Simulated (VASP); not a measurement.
Crystal: Se.

```xyz
4
Lattice="4.5211 0.0000 0.0000 -2.2606 3.9154 0.0000 0.0000 0.0000 5.6835" Properties=species:S:1:pos:R:3 pbc="T T T"
Se    0.0000    0.0000    1.4209
Se    0.0000    0.0000    4.2626
Se    0.0000    2.6103    4.2626
Se    2.2606    1.3051    1.4209
```

This isn't the form of Se at room conditions, which is trigonal, of chains.

* Program: VASP 6.6.1
* Task: relaxation of cell and atoms
* Functional: r2SCAN
* Potentials or basis: VASP PAW PBE potentials, release 64 (Se)
* Cutoff: 600 eV
* k mesh: 6 × 6 × 4
* Occupations: gaussian, width 0.1 eV
* Spin: no spin polarisation

At the start: pressure 1.1 GPa; volume 25.15 Å³/atom.

Where does the relaxation end?

Over 7 steps the energy falls by 25.4 meV/atom and the volume is 25.02 Å³/atom (-0.5 %); space group P6_3/mmc (No. 194, to 0.1 Å) before and after.

The path:
| step | energy change (eV) | largest force (eV/Å) | pressure (GPa) | volume (Å³) |
| --- | --- | --- | --- | --- |
| 1 | 0.0000 | 0.0000 | 1.10 | 100.61 |
| 2 | -0.0626 | 0.0000 | -0.91 | 103.10 |
| 3 | -0.0683 | 0.0000 | -1.58 | 104.02 |
| 4 | -0.0986 | 0.0000 | -0.69 | 101.22 |
| 5 | -0.0988 | 0.0000 | -0.61 | 101.03 |
| 6 | -0.1011 | 0.0000 | 0.22 | 99.68 |
| 7 | -0.1016 | 0.0000 | -0.02 | 100.06 |

Final structure:
```
Se
1.0
     4.63721    0.00000    0.00000
    -2.31860    4.01594    0.00000
     0.00000    0.00000    5.37321
Se
4
Cartesian
  0.0000 0.0000 1.3433
  0.0000 0.0000 4.0299
  0.0000 2.6773 4.0299
  2.3186 1.3386 1.3433
```

Caveat: the highest band is partly filled, so the run has too few bands; the PAW data sets were made with another functional, which shifts forces and pressure a little.
